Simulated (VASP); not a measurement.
# SnPb3Se4 (I4/mmm) in VASP: single point with PBE

Aim: the single point of SnPb3Se4 with PBE.

All numbers are computed with VASP 6.6.1; they aren't measurements. Logs are shortened: lines on timing, memory, paths and dates and some standing lists are left out, and cuts for length are marked.

## (1) The cell of the first run

Symmetry: I4/mmm, No. 139, tetragonal system. Conventional cell: a = 6.182 Å, b = 6.182 Å, c = 12.363 Å, α = 90.00°, β = 90.00°, γ = 90.00°. Within 4.0 Å of Sn (site symmetry 4/mmm) lie 6 Se at 3.04 to 3.09 Å. Pb (site symmetry -4m2) has 6 Se at 3.09 Å within 4.1 Å. Within 4.1 Å of Pb (site symmetry 4/mmm) lie 6 Se at 3.09 to 3.14 Å. Se (site symmetry mmm) has 4 Pb at 3.09 Å and 2 Sn at 3.09 Å within 4.1 Å. Within 4.0 Å of Se (site symmetry 4mm) lie 1 Sn at 3.04 Å and 5 Pb at 3.09 to 3.14 Å.

## (2) Single point, PBE

INCAR

```
  ALGO = Normal
  EDIFF = 1E-7
  ENCUT = 520
  GGA = PE
  ISIF = 2
  ISMEAR = 0
  LASPH = T
  LCHARG = T
  LELF = T
  LREAL = F
  LVHAR = T
  LWAVE = F
  NBANDS = 50
  NELM = 80
  PREC = Accurate
  SIGMA = 0.1
```

KPOINTS

```
k-points
0
Gamma
  4 4 4
```

POSCAR

```
SnPb3Se4
1.0
   -3.0908918000      3.0908918000      6.1812887000
    3.0908918000     -3.0908918000      6.1812887000
    3.0908918000      3.0908918000     -6.1812887000
Sn Pb Se
1 3 4
Direct
    0.0000000000      0.0000000000      0.0000000000
    0.7500000000      0.2500000000      0.5000000000
    0.2500000000      0.7500000000      0.5000000000
    0.5000000000      0.5000000000      0.0000000000
    0.5000000000      0.0000000000      0.5000000000
    0.0000000000      0.5000000000      0.5000000000
    0.2461010000      0.2461010000      0.0000000000
    0.7538990000      0.7538990000      0.0000000000
```

Potentials or basis: VASP PAW PBE potentials, release 64 (Sn_d, Pb_d, Se).

Run with:

```sh
$ cat potpaw_PBE.64/Sn_d/POTCAR potpaw_PBE.64/Pb_d/POTCAR potpaw_PBE.64/Se/POTCAR > POTCAR
$ mpirun -np 1 vasp_std > vasp.out
```

OUTCAR:

```text
EDIFF = 1E-7
   ENCUT = 520
   GGA = PE
   ISIF = 2
   ISMEAR = 0
   LASPH = T
   LREAL = F
   NELM = 80
   PREC = Accurate

 ion  position               nearest neighbor table
   1  0.000  0.000  0.000-   7 3.04   8 3.04   5 3.09   6 3.09   6 3.09   5 3.09
   2  0.750  0.250  0.500-   5 3.09   6 3.09   8 3.09   7 3.09   8 3.09   7 3.09
   3  0.250  0.750  0.500-   5 3.09   6 3.09   8 3.09   7 3.09   8 3.09   7 3.09
   4  0.500  0.500  0.000-   5 3.09   6 3.09   5 3.09   6 3.09   7 3.14   8 3.14
   5  0.500  0.000  0.500-   2 3.09   3 3.09   1 3.09   4 3.09   4 3.09   1 3.09
   6  0.000  0.500  0.500-   2 3.09   3 3.09   1 3.09   4 3.09   1 3.09   4 3.09
   7  0.246  0.246  0.000-   1 3.04   3 3.09   2 3.09   2 3.09   3 3.09   4 3.14
   8  0.754  0.754  0.000-   1 3.04   2 3.09   3 3.09   2 3.09   3 3.09   4 3.14

  LATTYP: Found a body centered tetragonal cell.
 ALAT       =     6.1817836000
 C/A-ratio  =     1.9998398844

  Lattice vectors:

 A1 = (  -3.0908918000,   3.0908918000,   6.1812887000)
 A2 = (   3.0908918000,  -3.0908918000,   6.1812887000)
 A3 = (   3.0908918000,   3.0908918000,  -6.1812887000)

Analysis of symmetry for initial positions (statically):
=====================================================================
 Subroutine PRICEL returns:
 Original cell was already a primitive cell.

 Routine SETGRP: Setting up the symmetry group for a
 body centered tetragonal supercell.

 Subroutine GETGRP returns: Found 16 space group operations
 (whereof 16 operations were pure point group operations)
 out of a pool of 16 trial point group operations.

The static configuration has the point symmetry D_4h.

Analysis of symmetry for dynamics (positions and initial velocities):
=====================================================================
 Subroutine PRICEL returns:
 Original cell was already a primitive cell.

 Routine SETGRP: Setting up the symmetry group for a
 body centered tetragonal supercell.

 Subroutine GETGRP returns: Found 16 space group operations
 (whereof 16 operations were pure point group operations)
 out of a pool of 16 trial point group operations.

The dynamic configuration has the point symmetry D_4h.

 Subroutine INISYM returns: Found 16 space group operations
 (whereof 16 operations are pure point group operations),
 and found     1 'primitive' translations

----------------------------------------------------------------------------------------

                                     Primitive cell

  volume of cell :     236.2145

  direct lattice vectors                    reciprocal lattice vectors
    -3.090891800  3.090891800  6.181288700     0.000000000  0.161765611  0.080889281
     3.090891800 -3.090891800  6.181288700     0.161765611  0.000000000  0.080889281
     3.090891800  3.090891800 -6.181288700     0.161765611  0.161765611  0.000000000

  length of vectors
     7.570703681  7.570703681  7.570703681     0.180862347  0.180862347  0.228771121

  position of ions in fractional coordinates (direct lattice)
     0.000000000  0.000000000  0.000000000
     0.750000000  0.250000000  0.500000000
     0.250000000  0.750000000  0.500000000
     0.500000000  0.500000000  0.000000000
     0.500000000  0.000000000  0.500000000
     0.000000000  0.500000000  0.500000000
     0.246101000  0.246101000  0.000000000
     0.753899000  0.753899000  0.000000000

  ion indices of the primitive-cell ions
   primitive index   ion index
                 1           1
                 2           2
                 3           3
                 4           4
                 5           5
                 6           6
                 7           7
                 8           8

----------------------------------------------------------------------------------------

 KPOINTS: k-points

Automatic generation of k-mesh.
 Grid dimensions read from file:
 generate k-points for:    4    4    4

 Generating k-lattice:

  Cartesian coordinates                     Fractional coordinates (reciprocal lattice)
     0.000000000  0.040441403  0.020222320     0.250000000  0.000000000 -0.000000000
     0.040441403  0.000000000  0.020222320     0.000000000  0.250000000 -0.000000000
     0.040441403  0.040441403  0.000000000     0.000000000  0.000000000  0.250000000

  Length of vectors
     0.045215587  0.045215587  0.057192780

  Shift w.r.t. Gamma in fractional coordinates (k-lattice)
     0.000000000  0.000000000  0.000000000

 Subroutine IBZKPT returns following result:
 ===========================================

 Found     13 irreducible k-points:

 Following reciprocal coordinates:
            Coordinates               Weight
  0.000000  0.000000  0.000000      1.000000
  0.250000  0.000000  0.000000      8.000000
  0.500000  0.000000  0.000000      4.000000
  0.250000  0.250000  0.000000      8.000000
  0.500000  0.250000 -0.000000     16.000000
 -0.250000  0.250000  0.000000      4.000000
  0.500000  0.500000  0.000000      2.000000
  0.250000  0.250000  0.250000      2.000000
 -0.250000  0.250000  0.250000      4.000000
  0.500000  0.500000  0.250000      4.000000
 -0.250000  0.500000  0.250000      8.000000
 -0.250000 -0.250000  0.250000      2.000000
  0.500000  0.500000  0.500000      1.000000
   k-points           NKPTS =     13   k-points in BZ     NKDIM =     13   number of bands    NBANDS=     50
   number of dos      NEDOS =    301   number of ions     NIONS =      8
   total plane-waves  NPLWV = 175616
   dimension x,y,z NGX =    56 NGY =   56 NGZ =   56
   dimension x,y,z NGXF=   112 NGYF=  112 NGZF=  112
   ions per type =               1   3   4
   NGX,Y,Z   is equivalent  to a cutoff of  12.30, 12.30, 12.30 a.u.
   NGXF,Y,Z  is equivalent  to a cutoff of  24.59, 24.59, 24.59 a.u.
 SYSTEM =  unknown system
   PREC   = accura    normal or accurate (medium, high low for compatibility)
   ISTART =      0    job   : 0-new  1-cont  2-samecut
   ICHARG =      2    charge: 1-file 2-atom 10-const
   ISPIN  =      1    spin polarized calculation?
   LNONCOLLINEAR =      F non collinear calculations
   LSORBIT =      F    spin-orbit coupling
   LASPH  =      T    aspherical Exc in radial PAW
   ENCUT  =  520.0 eV  38.22 Ry    6.18 a.u.  14.08 14.08 14.08*2*pi/ulx,y,z
   NELM   =     80;   NELMIN=  2; NELMDL= -5     # of ELM steps
   EDIFF  = 0.1E-06   stopping-criterion for ELM
   LREAL  =      F    real-space projection
   EDIFFG = 0.1E-05   stopping-criterion for IOM
   NSW    =      0    number of steps for IOM
   IBRION =     -1    ionic relax: 0-MD 1-quasi-New 2-CG
   NFREE  =      0    steps in history (QN), initial steepest desc. (CG)
   ISIF   =      2    stress and relaxation
   ISYM   =      2    0-nonsym 1-usesym 2-fastsym
   POTIM  = 0.5000    time-step for ionic-motion
   TEBEG  =    0.0;   TEEND  =   0.0 temperature during run
   PSTRESS=    0.0 pullay stress
   NELECT =      80.0000    total number of electrons
   NUPDOWN=      -1.0000    fix difference up-down
   EMIN   =  10.00;   EMAX   =-10.00  energy-range for DOS
   EFERMI =   0.00;   METHOD = LEGACY
   ISMEAR =     0;   SIGMA  =   0.10  broadening in eV -4-tet -1-fermi 0-gaus
   EFERMI_NEDOS =   21; number of points for ismear=-14 and -15
   IALGO  =     38    algorithm
   IMIX   =      4    mixing-type and parameters
     AMIX     =   0.40;   BMIX     =  1.00
     AMIX_MAG =   1.60;   BMIX_MAG =  1.00
  volume/ion in A,a.u.               =      29.53       199.26
  Fermi-wavevector in a.u.,A,eV,Ry     =   1.141132  2.156427 17.717271  1.302183
  Thomas-Fermi vector in A             =   2.277833
   LORBIT       =      0    0 simple, 1 ext, 2 COOP (PROOUT), +10 PAW based schemes
   GGA     = PE    functional components
   LHFCALC =     F    Hartree Fock is set to
   AEXX    =    0.0000 exact exchange contribution
   IVDW    =     0    specifies the selected vdW correction
   LEPSILON=     F    determine dielectric tensor
   LRPA    =     F    only Hartree local field effects (RPA)
 non-spin polarized calculation
 Gauss-broadening in eV      SIGMA  =   0.10
  energy-cutoff  :      520.00
  volume of cell :      236.21
 maximum number of plane-waves:      6435
   NGX = 29   NGY = 29   NGZ = 29

 number of electron      80.0000006 magnetization

 Free energy of the ion-electron system (eV)
  ---------------------------------------------------
  ext. energy  EPLUGINS =         0.00000000
  ---------------------------------------------------
  free energy    TOTEN  =       -32.73791742 eV

  energy without entropy =      -32.73321656  energy(sigma->0) =      -32.73556699

 E-fermi :   4.9796     XC(G=0):  -9.3575

 val. band max:        4.6183990691   @ k =   0.5000   0.5000   0.0000
 cond. band min:       4.9905336305   @ k =   0.5000   0.5000   0.0000
 fundamental gap:      0.3721345614
 Fermi energy:         4.9795797080

 k-point     1 :       0.0000    0.0000    0.0000
  band No.  band energies     occupation
      1     -16.7453      2.00000
      2     -16.7412      2.00000
      3     -16.7410      2.00000
      4     -16.7369      2.00000
      5     -16.7369      2.00000
      6     -12.2102      2.00000
[... 42 lines left out ...]
     49       9.5887      0.00000
     50       9.5982      0.00000

 k-point     2 :       0.2500    0.0000    0.0000
  band No.  band energies     occupation
      1     -16.7448      2.00000
      2     -16.7410      2.00000
      3     -16.7410      2.00000
      4     -16.7370      2.00000
      5     -16.7369      2.00000
      6     -12.2035      2.00000
[... 42 lines left out ...]
     49       8.9267      0.00000
     50       9.1786      0.00000

 k-point     3 :       0.5000    0.0000    0.0000
  band No.  band energies     occupation
      1     -16.7443      2.00000
      2     -16.7411      2.00000
      3     -16.7407      2.00000
      4     -16.7370      2.00000
      5     -16.7369      2.00000
      6     -12.1989      2.00000
[... 519 lines left out ...]
     49       9.2246      0.00000
     50       9.7817      0.00000

 k-point    13 :       0.5000    0.5000    0.5000
  band No.  band energies     occupation
      1     -16.7453      2.00000
      2     -16.7412      2.00000
      3     -16.7410      2.00000
      4     -16.7369      2.00000
      5     -16.7369      2.00000
      6     -12.2213      2.00000
[... 42 lines left out ...]
     49       9.3825      0.00000
     50       9.3826      0.00000

------------------------ aborting loop because EDIFF is reached ----------------------------------------

  FORCE on cell =-STRESS in cart. coord.  units (eV):
  Direction    XX          YY          ZZ          XY          YZ          ZX
  --------------------------------------------------------------------------------------
  -------------------------------------------------------------------------------------
  Total        0.1764347      0.1764347     -0.5170667      0.0000000      0.0000000      0.0000000
  in kB        1.1967070      1.1967070     -3.5071194      0.0000000      0.0000000      0.0000000
  external PRESSURE =      -0.3712351 kB  Pullay stress =       0.0000000 kB

 VOLUME and BASIS-vectors are now :
 -----------------------------------------------------------------------------
  energy-cutoff  :      520.00
  volume of cell :      236.21
      direct lattice vectors                 reciprocal lattice vectors
    -3.090891800  3.090891800  6.181288700     0.000000000  0.161765611  0.080889281
     3.090891800 -3.090891800  6.181288700     0.161765611  0.000000000  0.080889281
     3.090891800  3.090891800 -6.181288700     0.161765611  0.161765611  0.000000000

 POSITION                                       TOTAL-FORCE (eV/Angst)
 -----------------------------------------------------------------------------------
      0.00000      0.00000      0.00000        -0.000000     -0.000000      0.000000
     -0.00000      3.09089      3.09064        -0.000000     -0.000000      0.000000
      3.09089     -0.00000      3.09064        -0.000000     -0.000000      0.000000
      0.00000      0.00000      6.18129        -0.000000     -0.000000      0.000000
      0.00000      3.09089      0.00000        -0.000000     -0.000000      0.000000
      3.09089      0.00000      0.00000        -0.000000     -0.000000      0.000000
      0.00000      0.00000      3.04244        -0.000000     -0.000000     -0.020116
      0.00000      0.00000      9.32013         0.000000      0.000000      0.020116
 -----------------------------------------------------------------------------------
    total drift:                               -0.000000     -0.000000      0.000000

  FREE ENERGIE OF THE ION-ELECTRON SYSTEM (eV)
  ---------------------------------------------------
  free  energy   TOTEN  =       -32.7379174233 eV

  energy  without entropy=      -32.7332165576  energy(sigma->0) =      -32.73556699
```

Run time: 3.2 min. Hardware: 1 thread of Intel Xeon 6975P-C (Granite Rapids), shared host; peak memory 0.51 GiB.

Results:

- Free energy: -32.7379 eV
- Pressure: 0.0 GPa
- Largest force: 0.020 eV/Å

Forces on the atoms (eV/Å):
```
Sn   0.000  0.000  0.000
Pb   0.000  0.000  0.000
Pb   0.000  0.000  0.000
Pb   0.000  0.000  0.000
Se   0.000  0.000  0.000
Se   0.000  0.000  0.000
Se   0.000  0.000 -0.020
Se   0.000  0.000  0.020
```

Caveat: spin-orbit coupling is left out, which moves the levels of the heavy elements.
